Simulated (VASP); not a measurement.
A run of VASP 6.6.1 is set up as follows.

File INCAR:

```
ALGO = Normal ; EDIFF = 1E-6
ENCUT = 520 ; GGA = CA
ISIF = 2 ; ISMEAR = -1
LASPH = True ; LCHARG = False
LREAL = False ; LWAVE = False
NBANDS = 12 ; NELM = 60
PREC = Accurate ; SIGMA = 0.05
```

File KPOINTS:

```
k-points
0
Gamma
  9 9 9
```

POSCAR

```
LiCl
1.0
    0.0000000000      2.5647700000      2.5647700000
    2.5647700000      0.0000000000      2.5647700000
    2.5647700000      2.5647700000      0.0000000000
Cl Li
1 1
Direct
    0.5000000000      0.5000000000      0.5000000000
    0.0000000000      0.0000000000      0.0000000000
```

Potentials or basis: VASP PAW LDA potentials, release 64 (Cl, Li_sv).

Command:

```sh
$ cat potpaw_LDA.64/Cl/POTCAR potpaw_LDA.64/Li_sv/POTCAR > POTCAR
$ mpirun -np 1 vasp_std > vasp.out
```

Predict the band gap on the k mesh.

6.00 eV, direct.

 A k mesh can miss the band edges.
